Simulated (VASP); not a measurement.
# AlCu (P4mm) in VASP: further runs

The runs below take AlCu through single point, with PBEsol.

Everything below comes from runs of VASP 6.6.1. Logs are shortened: lines on timing, memory, paths and dates and some standing lists are left out, and cuts for length are marked.

## (1) The cell of the first run

The structure is tetragonal, space group P4mm (No. 99). The conventional cell has a = 2.998 Å, b = 2.998 Å, c = 2.998 Å, α = 90.00°, β = 90.00°, γ = 90.00°. Al (site symmetry 4mm) has 8 Cu at 2.34 to 2.91 Å and 6 Al at 3.00 Å within 3.1 Å. Cu (site symmetry 4mm) has 8 Al at 2.34 to 2.91 Å and 6 Cu at 3.00 Å within 3.1 Å.

## (2) Single point, PBEsol (all Cu atoms moved -0.500 Å, as atom 2 along Cartesian [0 0 1])

Contents of INCAR:

```
PREC     = Accurate       # precision mode
ENCUT    = 520            # plane-wave cutoff, eV
EDIFF    = 1E-6           # SCF threshold, eV
ISMEAR   = 0              # smearing method
SIGMA    = 0.15           # smearing width, eV
LREAL    = False          # projectors in reciprocal space
LASPH    = True           # aspherical terms in the spheres
NELM     = 80             # most SCF steps
ALGO     = Fast           # electronic algorithm
ISIF     = 2              # what is computed and relaxed
LWAVE    = False          # write WAVECAR
LCHARG   = True           # write CHGCAR
GGA      = PS             # functional
LELF     = True           # ELF
LVHAR    = True         
NBANDS   = 14             # bands
```

Contents of KPOINTS:

```
Automatic mesh
0
Gamma
  16 16 16
```

Contents of POSCAR:

```
AlCu
1.0
    2.9975090000      0.0000000000      0.0000000000
    0.0000000000      2.9975090000      0.0000000000
    0.0000000000      0.0000000000      2.9975090000
Al Cu
1 1
Direct
    0.0000000000      0.0000000000      0.0000000000
    0.5000000000      0.5000000000      0.3331948294
```

Potentials or basis: VASP PAW PBE potentials, release 64 (Al, Cu).

Run with:

```
> cat potpaw_PBE.64/Al/POTCAR potpaw_PBE.64/Cu/POTCAR > POTCAR
> mpirun -np 1 vasp_std > vasp.out
```

OUTCAR:

```text
PREC = Accurate
   ENCUT = 520
   EDIFF = 1E-6
   ISMEAR = 0
   LREAL = False
   LASPH = True
   NELM = 80
   ISIF = 2
   GGA = PS

 ion  position               nearest neighbor table
   1  0.000  0.000  0.000-   2 2.34   2 2.34   2 2.34   2 2.34   2 2.91   2 2.91   2 2.91   2 2.91

   2  0.500  0.500  0.333-   1 2.34   1 2.34   1 2.34   1 2.34   1 2.91   1 2.91   1 2.91   1 2.91

  LATTYP: Found a simple cubic cell.
 ALAT       =     2.9975090000

  Lattice vectors:

 A1 = (   2.9975090000,   0.0000000000,   0.0000000000)
 A2 = (   0.0000000000,   2.9975090000,   0.0000000000)
 A3 = (   0.0000000000,   0.0000000000,   2.9975090000)

Analysis of symmetry for initial positions (statically):
=====================================================================
 Subroutine PRICEL returns:
 Original cell was already a primitive cell.

 Routine SETGRP: Setting up the symmetry group for a
 simple cubic supercell.

 Subroutine GETGRP returns: Found  8 space group operations
 (whereof  8 operations were pure point group operations)
 out of a pool of 48 trial point group operations.

The static configuration has the point symmetry C_4v.

Analysis of symmetry for dynamics (positions and initial velocities):
=====================================================================
 Subroutine PRICEL returns:
 Original cell was already a primitive cell.

 Routine SETGRP: Setting up the symmetry group for a
 simple cubic supercell.

 Subroutine GETGRP returns: Found  8 space group operations
 (whereof  8 operations were pure point group operations)
 out of a pool of 48 trial point group operations.

The dynamic configuration has the point symmetry C_4v.

 Subroutine INISYM returns: Found  8 space group operations
 (whereof  8 operations are pure point group operations),
 and found     1 'primitive' translations

----------------------------------------------------------------------------------------

                                     Primitive cell

  volume of cell :      26.9328

  direct lattice vectors                    reciprocal lattice vectors
     2.997509000  0.000000000  0.000000000     0.333610341  0.000000000  0.000000000
     0.000000000  2.997509000  0.000000000     0.000000000  0.333610341  0.000000000
     0.000000000  0.000000000  2.997509000     0.000000000  0.000000000  0.333610341

  length of vectors
     2.997509000  2.997509000  2.997509000     0.333610341  0.333610341  0.333610341

  position of ions in fractional coordinates (direct lattice)
[... 85 lines left out ...]
   ISIF   =      2    stress and relaxation
   ISYM   =      2    0-nonsym 1-usesym 2-fastsym
   POTIM  = 0.5000    time-step for ionic-motion
   TEBEG  =    0.0;   TEEND  =   0.0 temperature during run
   PSTRESS=    0.0 pullay stress
   NELECT =      14.0000    total number of electrons
   NUPDOWN=      -1.0000    fix difference up-down
   EMIN   =  10.00;   EMAX   =-10.00  energy-range for DOS
   EFERMI =   0.00;   METHOD = LEGACY
   ISMEAR =     0;   SIGMA  =   0.15  broadening in eV -4-tet -1-fermi 0-gaus
   EFERMI_NEDOS =   21; number of points for ismear=-14 and -15
   IALGO  =     68    algorithm
   IMIX   =      4    mixing-type and parameters
     AMIX     =   0.40;   BMIX     =  1.00
     AMIX_MAG =   1.60;   BMIX_MAG =  1.00
  volume/ion in A,a.u.               =      13.47        90.88
  Fermi-wavevector in a.u.,A,eV,Ry     =   1.316306  2.487459 23.574307  1.732663
  Thomas-Fermi vector in A             =   2.446428
   LORBIT       =      0    0 simple, 1 ext, 2 COOP (PROOUT), +10 PAW based schemes
   GGA     = PS    functional components
   LHFCALC =     F    Hartree Fock is set to
   AEXX    =    0.0000 exact exchange contribution
   IVDW    =     0    specifies the selected vdW correction
   LEPSILON=     F    determine dielectric tensor
   LRPA    =     F    only Hartree local field effects (RPA)
 non-spin polarized calculation
 RMM-DIIS sequential band-by-band and
 Gauss-broadening in eV      SIGMA  =   0.15
  energy-cutoff  :      520.00
  volume of cell :       26.93
 maximum number of plane-waves:       743
 NGX is ok and might be reduce to    24
   NGX = 11   NGY = 11   NGZ = 11

 number of electron      14.0000020 magnetization

 Free energy of the ion-electron system (eV)
  ---------------------------------------------------
  ext. energy  EPLUGINS =         0.00000000
  ---------------------------------------------------
  free energy    TOTEN  =        -8.23919645 eV

  energy without entropy =       -8.23235410  energy(sigma->0) =       -8.23577528

 E-fermi :   8.8375     XC(G=0): -11.5597

 val. band max:        8.8362633761   @ k =   0.1875   0.1875   0.2500
 cond. band min:       8.8454297394   @ k =   0.1875   0.2500   0.2500
 fundamental gap:      0.0091663633
 Fermi energy:         8.8374793146

 k-point     1 :       0.0000    0.0000    0.0000
  band No.  band energies     occupation
      1      -2.5467      2.00000
      2       3.7070      2.00000
      3       3.8744      2.00000
      4       4.6995      2.00000
      5       4.8743      2.00000
      6       4.8743      2.00000
      7      12.7392      0.00000
      8      12.7392      0.00000
      9      13.1054      0.00000
     10      15.1885      0.00000
     11      15.3853      0.00000
     12      18.3091      0.00000
     13      26.5363      0.00000
     14      26.5405      0.00000
[... 377 lines left out ...]
      1      -1.8904      2.00000
      2       3.7251      2.00000
      3       3.9548      2.00000
      4       4.5467      2.00000
      5       4.7274      2.00000
      6       4.8718      2.00000
      7       9.1264      0.00645
      8      12.8949      0.00000
      9      13.5226      0.00000
     10      16.1619      0.00000
     11      17.5015      0.00000
     12      21.1423      0.00000
     13      23.1362      0.00000
     14      23.5270      0.00000

 [... further k-points ...]
[... 5 lines left out ...]
  --------------------------------------------------------------------------------------
  -------------------------------------------------------------------------------------
  Total        1.5513848      1.5513848      0.0332132      0.0000000      0.0000000      0.0000000
  in kB       92.2887227     92.2887227      1.9757885      0.0000000      0.0000000      0.0000000
  external PRESSURE =      62.1844113 kB  Pullay stress =       0.0000000 kB

 VOLUME and BASIS-vectors are now :
 -----------------------------------------------------------------------------
  energy-cutoff  :      520.00
  volume of cell :       26.93
      direct lattice vectors                 reciprocal lattice vectors
     2.997509000  0.000000000  0.000000000     0.333610341  0.000000000  0.000000000
     0.000000000  2.997509000  0.000000000     0.000000000  0.333610341  0.000000000
     0.000000000  0.000000000  2.997509000     0.000000000  0.000000000  0.333610341

 POSITION                                       TOTAL-FORCE (eV/Angst)
 -----------------------------------------------------------------------------------
      0.00000      0.00000      0.00000        -0.000000      0.000000     -1.833366
      1.49875      1.49875      0.99875         0.000000     -0.000000      1.833366
 -----------------------------------------------------------------------------------
    total drift:                                0.000000     -0.000000     -0.000699

  FREE ENERGIE OF THE ION-ELECTRON SYSTEM (eV)
  ---------------------------------------------------
  free  energy   TOTEN  =        -8.2391964545 eV

  energy  without entropy=       -8.2323540971  energy(sigma->0) =       -8.23577528
```

stdout:

```text
POSCAR found type information on POSCAR AlCu
 POSCAR found :  2 types and       2 ions
 scaLAPACK will be used
 -----------------------------------------------------------------------------
|                                                                             |
|                                                                             |
|     You enforced a specific xc type in the INCAR file but a different       |
|     I HOPE YOU KNOW WHAT YOU ARE DOING!                                     |
|                                                                             |
 -----------------------------------------------------------------------------

 LDA part: xc-table for (Slater+PW92), standard interpolation
 POSCAR, INCAR and KPOINTS ok, starting setup
 FFT: planning ... GRIDC
 FFT: planning ... GRID_SOFT
 FFT: planning ... GRID
 WAVECAR not read
 entering main loop
WARNING in EDDRMM: call to ZHEGV failed, returncode =   6  3     12
WARNING in EDDRMM: call to ZHEGV failed, returncode =   8  4     13
WARNING in EDDRMM: call to ZHEGV failed, returncode =   6  3     14
```

Run time: 90 s. Hardware: 1 thread of Intel Xeon Platinum 8488C (Sapphire Rapids), shared host; peak memory 0.26 GiB.

What came out:

```yaml
Free_energy: -8.2392 eV
Pressure: 6.2 GPa
Largest_force: 1.833 eV/Å
Band_gap_on_the_k_mesh: zero (band 7 reaches 12.74 eV, above the bottom of band 8 at 7.86 eV)
```

Forces on the atoms (eV/Å):
```
Al   0.000  0.000 -1.833
Cu   0.000  0.000  1.833
```

Stress tensor (GPa, compression positive):
```
9.23 0.00 0.00
0.00 9.23 0.00
0.00 0.00 0.20
```

Levels at points of the mesh, in eV from the Fermi level:
```
           k point  band 4  band 5  band 6  band 7  band 8  band 9  band 10  band 11
(0.00, 0.00, 0.00)   -4.14   -3.96   -3.96    3.90    3.90    4.27     6.35     6.55
(0.50, 0.00, 0.00)   -4.60   -4.32   -3.93   -3.31    7.44    7.89     8.11     8.71
(0.00, 0.00, 0.50)   -4.36   -4.36   -4.09   -3.10    7.16    7.16     7.63     9.58
(0.50, 0.50, 0.00)   -4.55   -3.67   -3.34   -3.34   -0.98   -0.10    10.74    11.61
(0.00, 0.50, 0.50)   -4.27   -3.73   -3.61   -3.19   -0.75   -0.12    10.45    11.64
(0.50, 0.50, 0.50)   -3.65   -3.57    0.04    0.04    1.03    1.36     3.08     3.08
```

Caveat: the cell differs from its parent crystal (all Cu atoms moved -0.500 Å, as atom 2 along Cartesian [0 0 1]); the PAW data sets were made with another functional, which shifts forces and pressure a little.

## (3) Single point, PBEsol (all Cu atoms moved +0.375 Å, as atom 2 along Cartesian [0 0 1])

Contents of INCAR:

```
PREC = Accurate
ENCUT = 520
EDIFF = 1E-6
ISMEAR = 0
SIGMA = 0.15
LREAL = F
LASPH = T
NELM = 60
ALGO = Fast
ISIF = 2
LWAVE = F
LCHARG = F
GGA = PS
NBANDS = 14
```

KPOINTS is that of step 2.

POSCAR, as its differences from that of step 2:

```diff
@@ -9,2 +9,2 @@
     0.0000000000      0.0000000000      0.0000000000
-    0.5000000000      0.5000000000      0.3331948294
+    0.5000000000      0.5000000000      0.6251038779
```

Potentials or basis: VASP PAW PBE potentials, release 64 (Al, Cu).

Run with:

```
> cat potpaw_PBE.64/Al/POTCAR potpaw_PBE.64/Cu/POTCAR > POTCAR
> mpirun -np 1 vasp_std > vasp.out
```

It took 82 s on 1 thread of Intel Xeon Platinum 8488C (Sapphire Rapids), shared host; peak memory 0.26 GiB.

Results (log left out):

```
Free energy            : -8.4413 eV
Pressure               : 1.9 GPa
Largest force          : 1.393 eV/Å
Band gap on the k mesh : zero (band 7 reaches 12.76 eV, above the bottom of band 8 at 7.96 eV)
```

Forces on the atoms (eV/Å):
```
Al   0.000  0.000  1.393
Cu   0.000  0.000 -1.393
```

Stress tensor (GPa, compression positive):
```
 3.50  0.00  0.00
 0.00  3.50  0.00
 0.00  0.00 -1.37
```

Levels at points of the mesh, in eV from the Fermi level:
```
           k point  band 4  band 5  band 6  band 7  band 8  band 9  band 10  band 11
(0.00, 0.00, 0.00)   -4.03   -3.93   -3.93    3.87    3.87    4.10     6.35     6.45
(0.50, 0.00, 0.00)   -4.48   -4.31   -3.89   -3.24    7.34    8.08     8.08     8.56
(0.00, 0.00, 0.50)   -4.34   -4.34   -3.98   -3.12    7.40    7.40     7.45     9.25
(0.50, 0.50, 0.00)   -4.46   -3.60   -3.44   -3.44   -0.93   -0.12    10.50    11.81
(0.00, 0.50, 0.50)   -4.25   -3.72   -3.57   -3.38   -0.79   -0.14    10.30    11.98
(0.50, 0.50, 0.50)   -3.58   -3.53    0.28    0.28    0.90    1.46     2.76     2.76
```

Caveat: the cell differs from its parent crystal (all Cu atoms moved +0.375 Å, as atom 2 along Cartesian [0 0 1]); the PAW data sets were made with another functional, which shifts forces and pressure a little.

## (4) Single point, PBEsol (all Cu atoms moved -0.250 Å, as atom 2 along Cartesian [0 0 1])

Contents of INCAR:

```
PREC = Accurate ; ENCUT = 520
EDIFF = 1E-7 ; ISMEAR = 0
SIGMA = 0.15 ; LREAL = F
LASPH = T ; NELM = 80
ALGO = Fast ; ISIF = 2
LWAVE = F ; LCHARG = F
GGA = PS ; NBANDS = 14
```

KPOINTS is that of step 3.

POSCAR, as its differences from that of step 3:

```diff
@@ -9,2 +9,2 @@
     0.0000000000      0.0000000000      0.0000000000
-    0.5000000000      0.5000000000      0.6251038779
+    0.5000000000      0.5000000000      0.4165974147
```

Run with:

```
> cat potpaw_PBE.64/Al/POTCAR potpaw_PBE.64/Cu/POTCAR > POTCAR
> mpirun -np 1 vasp_std > vasp.out
```

Wall time 1.9 min (1 thread of Intel Xeon Platinum 8488C (Sapphire Rapids), shared host); peak memory 0.26 GiB.

It converged, with:

```yaml
Free_energy: -8.5868 eV
Pressure: -1.6 GPa
Largest_force: 0.932 eV/Å
Band_gap_on_the_k_mesh: zero (band 7 reaches 12.78 eV, above the bottom of band 8 at 8.05 eV)
```

Forces in eV/Å, atoms in the order of the input:
```
Al   0.000  0.000 -0.932
Cu   0.000  0.000  0.932
```

Stress tensor (GPa, compression positive):
```
-0.95  0.00  0.00
 0.00 -0.95  0.00
 0.00  0.00 -3.04
```

Levels at points of the mesh, in eV from the Fermi level:
| k point | band 5 | band 6 | band 7 | band 8 | band 9 | band 10 |
| --- | --- | --- | --- | --- | --- | --- |
| (0.00, 0.00, 0.00) | -3.90 | -3.90 | 3.85 | 3.85 | 3.96 | 6.33 |
| (0.50, 0.00, 0.00) | -4.31 | -3.85 | -3.19 | 7.26 | 8.06 | 8.28 |
| (0.00, 0.00, 0.50) | -4.32 | -3.89 | -3.13 | 7.32 | 7.65 | 7.65 |
| (0.50, 0.50, 0.00) | -3.55 | -3.55 | -3.54 | -0.89 | -0.13 | 10.29 |
| (0.00, 0.50, 0.50) | -3.71 | -3.56 | -3.51 | -0.82 | -0.14 | 10.19 |
| (0.50, 0.50, 0.50) | -3.50 | 0.51 | 0.51 | 0.82 | 1.59 | 2.47 |

Caveat: the cell differs from its parent crystal (all Cu atoms moved -0.250 Å, as atom 2 along Cartesian [0 0 1]); the PAW data sets were made with another functional, which shifts forces and pressure a little.
